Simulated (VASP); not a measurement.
# TmTaSe4 (F-43m) in VASP: notebook, part 2 of 2

VASP 6.6.1. The steps go on from the part before.

### 3 Single point, PBE, collinear spin, ferromagnetic start

The input, INCAR:

```
SYSTEM = TmTaSe4
PREC = Accurate
ENCUT = 500
EDIFF = 1E-6
ISMEAR = 0
SIGMA = 0.1
LREAL = .False.
LASPH = .True.
NELM = 200
ALGO = Normal
ISIF = 2
LWAVE = .False.
LCHARG = .True.
ISPIN = 2
MAGMOM = 0.17 1.38 0 0 0 0
LORBIT = 11
LMAXMIX = 6
GGA = PE
LELF = .True.
LVHAR = .True.
NBANDS = 35
GGA_COMPAT = .False.
```

The input, KPOINTS:

```
Automatic mesh
0
Gamma
  8 8 8
  0 0 0
```

The input, POSCAR:

```
TmTaSe4
1.0
    0.0000000000      3.9983471780      3.9983471780
    3.9983471780      0.0000000000      3.9983471780
    3.9983471780      3.9983471780      0.0000000000
Tm Ta Se
1 1 4
Direct
    0.0000000000      0.0000000000      0.0000000000
    0.2500000000      0.2500000000      0.2500000000
    0.6243740192      0.6243740192      0.1268779424
    0.6243740192      0.1268779424      0.6243740192
    0.1268779424      0.6243740192      0.6243740192
    0.6243740192      0.6243740192      0.6243740192
```

Potentials or basis: VASP PAW PBE potentials, release 64 (Tm_3, Ta_pv, Se), 4f in core.

The run is started by

```
$ cat potpaw_PBE.64/Tm_3/POTCAR potpaw_PBE.64/Ta_pv/POTCAR potpaw_PBE.64/Se/POTCAR > POTCAR
$ mpirun -np 1 vasp_std > vasp.out
```

OUTCAR:

```text
SYSTEM = TmTaSe4
   PREC = Accurate
   ENCUT = 500
   EDIFF = 1E-6
   ISMEAR = 0
   LREAL = .False.
   LASPH = .True.
   NELM = 200
   ISIF = 2
   ISPIN = 2
   LORBIT = 11
   GGA = PE

 ion  position               nearest neighbor table
   1  0.000  0.000  0.000-   2 3.46   2 3.46   2 3.46   2 3.46
   2  0.250  0.250  0.250-   1 3.46   1 3.46   1 3.46   1 3.46
   3  0.624  0.624  0.127-
   4  0.624  0.127  0.624-
   5  0.127  0.624  0.624-
   6  0.624  0.624  0.624-

  LATTYP: Found a face centered cubic cell.
 ALAT       =     7.9966943560

  Lattice vectors:

 A1 = (   0.0000000000,   3.9983471780,   3.9983471780)
 A2 = (   3.9983471780,   0.0000000000,   3.9983471780)
 A3 = (   3.9983471780,   3.9983471780,   0.0000000000)

Analysis of symmetry for initial positions (statically):
=====================================================================
 Subroutine PRICEL returns:
 Original cell was already a primitive cell.

 Routine SETGRP: Setting up the symmetry group for a
[... 1989 lines left out ...]
  -------------------------------------------------------------------------------------
  Total        0.2595556      0.2595556      0.2595556     -0.0000000      0.0000000      0.0000000
  in kB        3.2528907      3.2528907      3.2528907     -0.0000000      0.0000000      0.0000000
  external PRESSURE =       3.2528907 kB  Pullay stress =       0.0000000 kB

 VOLUME and BASIS-vectors are now :
 -----------------------------------------------------------------------------
  energy-cutoff  :      500.00
  volume of cell :      127.84
      direct lattice vectors                 reciprocal lattice vectors
     0.000000000  3.998347178  3.998347178    -0.125051672  0.125051672  0.125051672
     3.998347178  0.000000000  3.998347178     0.125051672 -0.125051672  0.125051672
     3.998347178  3.998347178  0.000000000     0.125051672  0.125051672 -0.125051672

 POSITION                                       TOTAL-FORCE (eV/Angst)
 -----------------------------------------------------------------------------------
      0.00000      0.00000      0.00000         0.000000     -0.000000      0.000000
      1.99917      1.99917      1.99917         0.000000     -0.000000     -0.000000
      3.00377      3.00377      4.99293         0.006028      0.006028     -0.006028
      3.00377      4.99293      3.00377         0.006028     -0.006028      0.006028
      4.99293      3.00377      3.00377        -0.006028      0.006028      0.006028
      4.99293      4.99293      4.99293        -0.006028     -0.006028     -0.006028
 -----------------------------------------------------------------------------------
    total drift:                               -0.000000     -0.000000     -0.000000

  FREE ENERGIE OF THE ION-ELECTRON SYSTEM (eV)
  ---------------------------------------------------
  free  energy   TOTEN  =       -26.8420417792 eV

  energy  without entropy=      -26.8123653229  energy(sigma->0) =      -26.82720355

 total charge

# of ion       s       p       d       tot
------------------------------------------
    1        0.384   6.475   0.970   7.829
    2        0.341   6.003   2.165   8.508
    3        1.541   2.103   0.080   3.723
    4        1.541   2.103   0.080   3.723
    5        1.541   2.103   0.080   3.723
    6        1.541   2.103   0.080   3.723
--------------------------------------------------
tot          6.887  20.889   3.454  31.230

 magnetization (x)

# of ion       s       p       d       tot
------------------------------------------
    1        0.012   0.070   0.148   0.230
    2        0.062   0.018   1.002   1.083
    3        0.004  -0.002   0.006   0.008
    4        0.004  -0.002   0.006   0.008
    5        0.004  -0.002   0.006   0.008
    6        0.004  -0.002   0.006   0.008
--------------------------------------------------
tot          0.092   0.082   1.172   1.346
```

OSZICAR:

```text
N       E                     dE             d eps       ncg     rms          rms(c)
DAV:   1     0.331535821909E+03    0.33154E+03   -0.18377E+04  4316   0.111E+03
DAV:   2     0.846553040279E+01   -0.32307E+03   -0.30709E+03  4172   0.327E+02
[... 11 lines left out ...]
DAV:  14    -0.268399552298E+02   -0.12808E-02   -0.23351E-03  5266   0.135E-01    0.115E-01
DAV:  15    -0.268417069179E+02   -0.17517E-02   -0.11080E-02  5223   0.294E-01    0.660E-02
DAV:  16    -0.268419963310E+02   -0.28941E-03   -0.21742E-03  5910   0.151E-01    0.372E-02
DAV:  17    -0.268420327149E+02   -0.36384E-04   -0.18958E-04  5304   0.514E-02    0.244E-02
DAV:  18    -0.268420425368E+02   -0.98219E-05   -0.11572E-04  5683   0.377E-02    0.788E-03
DAV:  19    -0.268420417792E+02    0.75760E-06   -0.61333E-06  4887   0.110E-02
   1 F= -.26842042E+02 E0= -.26827204E+02  d E =-.296765E-01  mag=     2.0127
```

stdout:

```text
POSCAR found type information on POSCAR TmTaSe
 POSCAR found :  3 types and       6 ions
 scaLAPACK will be used
 LDA part: xc-table for (Slater+PW92), standard interpolation
 POSCAR, INCAR and KPOINTS ok, starting setup
 FFT: planning ... GRIDC
 FFT: planning ... GRID_SOFT
 FFT: planning ... GRID
 WAVECAR not read
 entering main loop
```

Wall time 3.6 min (1 thread of Intel Xeon 6975P-C (Granite Rapids), shared host); peak memory 0.43 GiB.

What came out:

| Quantity | Value |
| --- | --- |
| Free energy | -26.8420 eV |
| Pressure | 0.3 GPa |
| Largest force | 0.010 eV/Å |
| Band gap on the k mesh | zero (filled and empty bands overlap) |
| Net moment | 2.01 μB per cell |
| Site moments | Tm +0.23; Ta +1.08; Se +0.01 μB |
| Valence electrons inside the program's atomic spheres | Tm 7.83; Ta 8.51; Se 3.72 |

Forces in eV/Å, atoms in the order of the input:
```
Tm   0.000  0.000  0.000
Ta   0.000  0.000  0.000
Se   0.006  0.006 -0.006
Se   0.006 -0.006  0.006
Se  -0.006  0.006  0.006
Se  -0.006 -0.006 -0.006
```

Caveat: the magnetic or orbital state may not be the lowest; spin-orbit coupling is left out, which moves the levels of the heavy elements; the 4f electrons are frozen in the core, so they carry no moment and show no levels. The state reached can hang on the start; a lower one may exist.
